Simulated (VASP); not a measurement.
PbO, 4 atoms in the cell. It takes space group P6_3mc (No. 186, hexagonal). Conventional cell: a = 4.197 Å, b = 4.197 Å, c = 5.622 Å, α = 90.00°, β = 90.00°, γ = 120.00°. Pb (site symmetry 3m) has 4 O at 2.33 to 2.47 Å within 3.1 Å. O (site symmetry 3m) has 4 Pb at 2.33 to 2.47 Å within 3.1 Å. 

```yaml
Program: VASP 6.6.1
Task: single point
Functional: HSE06
Potentials_or_basis: VASP PAW PBE potentials, release 64 (Pb_d, O)
Cutoff: 520 eV
k_mesh: 6 × 6 × 2
Occupations: gaussian, width 0.01 eV
Spin: no spin polarisation
Dipole_correction: no
Grid_for_exact_exchange_PRECFOCK: Normal
Further_INCAR_settings: ALGO = Normal; EDIFF = 1e-06; NBANDS = 28
Share_of_exact_exchange: 0.25
Screening_parameter: 0.2079 1/Å
```

Potentials or basis: VASP PAW PBE potentials, release 64 (Pb_d, O).

Command:

```console
$ cat potpaw_PBE.64/Pb_d/POTCAR potpaw_PBE.64/O/POTCAR > POTCAR
$ cp INCAR.step1 INCAR
$ mpirun -np 2 vasp_std > vasp.out
$ cp INCAR.step2 INCAR
$ mpirun -np 2 vasp_std > vasp.out
```

Hardware: 2 MPI ranks on Intel(R) Xeon(R) Platinum 8259CL CPU @ 2.50GHz (Skylake/Cascade Lake), with other jobs on the host.

Task: Estimate the wall time of this run.

Result: It took 41 min on 2 MPI ranks on Intel(R) Xeon(R) Platinum 8259CL CPU @ 2.50GHz (Skylake/Cascade Lake) (shared host), peak memory 0.34 GiB a rank. Counts: k points 14.
